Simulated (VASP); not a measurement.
Here is a VASP 6.6.1 calculation.

Contents of INCAR:

```
SYSTEM = TiO2
PREC = Accurate ; ENCUT = 520
EDIFF = 1E-6 ; ISMEAR = -1
SIGMA = 0.05 ; LREAL = .FALSE.
LASPH = .TRUE. ; NELM = 80
ALGO = Normal ; ISIF = 2
LWAVE = .FALSE. ; LCHARG = .FALSE.
GGA = PS ; IVDW = 12
NBANDS = 60
```

Contents of KPOINTS:

```
regular mesh
0
G
  8 8 4
  0 0 0
```

POSCAR

```
TiO2
1.0
    6.0513246943     -1.8574323516     -0.0026263193
    6.0513246943      1.8574323516     -0.0026263193
   -1.8989847557      0.0000000000      6.2223597928
Ti O
4 8
Direct
    0.8990030197      0.8990030197      0.2913912247
    0.1948727872      0.1948727872      0.2838688553
    0.1009969803      0.1009969803      0.7086087753
    0.8051272128      0.8051272128      0.7161311447
    0.3618124247      0.3618124247      0.2941540539
    0.2641395623      0.2641395623      0.6517182029
    0.8676382289      0.8676382289      0.9966392040
    0.7358604377      0.7358604377      0.3482817971
    0.9415257867      0.9415257867      0.6294008224
    0.1323617711      0.1323617711      0.0033607960
    0.6381875753      0.6381875753      0.7058459461
    0.0584742133      0.0584742133      0.3705991776
```

Potentials or basis: VASP PAW PBE potentials, release 64 (Ti_sv, O).

Run with:

```console
$ cat potpaw_PBE.64/Ti_sv/POTCAR potpaw_PBE.64/O/POTCAR > POTCAR
$ mpirun -np 1 vasp_std > vasp.out
```

What does it give for the band gap on the k mesh?

2.84 eV, indirect (least direct gap 3.03 eV).

Estimate the largest force.

0.073 eV/Å.

Estimate the pressure.

0.7 GPa.

Forces in eV/Å, atoms in the order of the input:
```
Ti  -0.019  0.000  0.021
Ti   0.001  0.000  0.073
Ti   0.019  0.000 -0.021
Ti  -0.001  0.000 -0.073
O    0.012  0.000 -0.001
O    0.007  0.000 -0.013
O    0.017  0.000  0.045
O   -0.007  0.000  0.013
O   -0.025  0.000 -0.008
O   -0.017  0.000 -0.045
O   -0.012  0.000  0.001
O    0.025  0.000  0.008
```

Caveat: the PAW data sets were made with another functional, which shifts forces and pressure a little. A k mesh can miss the band edges.
